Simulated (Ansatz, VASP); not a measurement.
## AlN: VASP beside Ansatz

INCAR

```
  PREC = Accurate
  ENCUT = 520
  EDIFF = 1E-6
  ISMEAR = -1
  SIGMA = 0.02
  LREAL = False
  LASPH = True
  NELM = 100
  ALGO = Normal
  ISIF = 2
  LWAVE = False
  LCHARG = True
  GGA = PE
  LELF = True
  LVHAR = True
  NBANDS = 16
```

Contents of KPOINTS:

```
Automatic mesh
0
Gamma
  12 12 6
```

POSCAR

```
AlN
1.0
    3.1066937614      0.0000000000      0.0000000000
   -1.5533468807      2.6904757192      0.0000000000
    0.0000000000      0.0000000000      5.1279492940
Al N
2 2
Direct
    0.3333333333      0.6666666667     -0.0010130556
    0.6666666667      0.3333333333      0.4989869444
    0.3333333333      0.6666666667      0.3760130556
    0.6666666667      0.3333333333      0.8760130556
```

Input for Ansatz:

```yaml
crystal:
  lattice:
    - [3.1066937614, 0.0, 0.0]
    - [-1.5533468807, 2.6904757192, 0.0]
    - [0.0, 0.0, 5.127949294]
  atoms:
    - { symbol: Al, position: [0.3333333333, 0.6666666667, -0.0010130556] }
    - { symbol: Al, position: [0.6666666667, 0.3333333333, 0.4989869444] }
    - { symbol: "N", position: [0.3333333333, 0.6666666667, 0.3760130556] }
    - { symbol: "N", position: [0.6666666667, 0.3333333333, 0.8760130556] }
kpoints:
  mp_grid: { grid: [12, 12, 6] }
  band_path:
    path:
      - [0.0, 0.0, 0.0]
      - [0.5, 0.0, 0.0]
      - [0.3333333333, 0.3333333333, 0.0]
      - [0.0, 0.0, 0.5]
      - [0.5, 0.0, 0.5]
      - [0.3333333333, 0.3333333333, 0.5]
    npoints: 1
hamiltonian:
  xc: pbe
scf:
  occupations: { method: fermi_dirac, width: 0.02 }
  n_extra_bands: 5
output:
  forces: true
  stress: true
  eigenvalues: true
```

Change from the starting cell: uniaxial_z strain +3.0%.

Alike in both runs: task single point; functional PBE; k mesh 12 × 12 × 6; occupations fermi-dirac, width 0.02 eV; no spin polarisation.

|  | VASP | Ansatz |
| --- | --- | --- |
| version | VASP 6.6.1 | Ansatz 0.2.0 |
| potentials or method | VASP PAW PBE potentials, release 64 (Al, N) | plane waves, PAW |
| plane-wave cutoff (eV) | 520 | 420 |
| valence electrons in the cell | 16 | 16 |

```csv
,VASP,Ansatz,Ansatz less VASP
gap on the k mesh at the Fermi level (eV),4.07,4.06,-0.008
pressure (GPa),-1.2,-1.0,+0.26
"traceless stress, the component that is largest in VASP (GPa)",-5.68,-5.66,+0.018
rms of the force components (eV/Å),0.009,0.009,-0.0004
```

Atom by atom the forces differ by 0.000 eV/Å (rms over components).
